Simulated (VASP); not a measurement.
Set up this calculation in VASP 6.6.1, as the native input.

```
Task                      : relaxation of the atoms
Functional                : PBE
Potentials or basis       : VASP PAW PBE potentials, release 64 (Al, O)
Cutoff                    : 520 eV
k mesh                    : 9 × 9 × 1
Occupations               : gaussian, width 0.1 eV
Spin                      : no spin polarisation
Dipole correction         : yes
Atoms held fixed (from 0) : [0, 1, 2, 3, 4, 5, 6, 7, 8, 9]
Further INCAR settings    : ALGO = Normal; EDIFF = 1e-06; IBRION = 2; EDIFFG = -0.025; NSW = 36
```

The structure of Al9O lies in POSCAR:

```
Al9O
1.0
    2.8535431553      0.0000000000      0.0000000000
   -1.4267715777      2.4712408633      0.0000000000
    0.0000000000      0.0000000000     34.2605581409
Al O
9 1
Selective dynamics
Direct
    0.3333333333      0.6666666667      0.1167523303  F F F
    0.0000000000      0.0000000000      0.1852090272  F F F
    0.6666666667      0.3333333333      0.2536657241  F F F
    0.0000000000      0.0000000000      0.3221224210  F F F
    0.3333333333      0.6666666667      0.3899858410  F F F
    0.0000000000      0.0000000000      0.4578168561  F F F
    0.6666666667      0.3333333333      0.5268325031  F F F
    0.0000000000      0.0000000000      0.5950901736  F F F
    0.3333333333      0.6666666667      0.6643370504  F F F
    0.6666666667      1.3333333333      0.6807996876  F F T
```

These files were run (other wordings do the same):

INCAR

```
  PREC = Accurate
  ENCUT = 520
  EDIFF = 1E-6
  ISMEAR = 0
  SIGMA = 0.1
  LREAL = False
  LASPH = True
  NELM = 60
  ALGO = Normal
  ISIF = 2
  LWAVE = False
  LCHARG = False
  LDIPOL = True
  IDIPOL = 3
  DIPOL = 0.5 0.5 0.419
  GGA = PE
  IBRION = 2
  NSW = 36
  EDIFFG = -0.025
```

KPOINTS

```
Automatic mesh
0
Gamma
  9 9 1
```

Potentials or basis: VASP PAW PBE potentials, release 64 (Al, O).

Command:

```console
$ cat potpaw_PBE.64/Al/POTCAR potpaw_PBE.64/O/POTCAR > POTCAR
$ mpirun -np 1 vasp_std > vasp.out
```

It gave:

```yaml
Energy_gained_by_relaxing: 21.3 meV/atom
Ionic_steps: 3
```

It took 6.2 min on 1 thread of Intel(R) Xeon(R) Platinum 8259CL CPU @ 2.50GHz (Skylake/Cascade Lake), on a shared host, peak memory 0.41 GiB.
